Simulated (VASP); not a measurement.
InAs:

```
In As
1.0
     0.00000    3.02400    3.02400
     3.02400    0.00000    3.02400
     3.02400    3.02400    0.00000
In As
1 1
Direct
  0.00000 0.00000 0.00000
  0.75000 0.75000 0.75000
```

Base run:

| Quantity | Value |
| --- | --- |
| Program | VASP 6.6.1 |
| Functional | PBE0 |
| Potentials or basis | VASP PAW PBE potentials, release 64 (In_d, As) |
| Cutoff | 520 eV |
| k mesh | 6 × 6 × 6 |
| Occupations | gaussian, width 0.05 eV |
| Spin | no spin polarisation |

Its results: band gap on the k mesh 1.13 eV; pressure 1.4 GPa.

Task: The run is repeated on the same cell with these changes: functional from PBE0 to PBE-based screened hybrid with 45 % exact exchange; share of exact exchange from 0.25 to 0.45. What comes out?

Result: Band gap on the k mesh 1.69 eV; pressure -0.4 GPa.

Caveats: the PAW data sets were made with another functional, which shifts forces and pressure a little; spin-orbit coupling is left out, which moves the levels of the heavy elements.

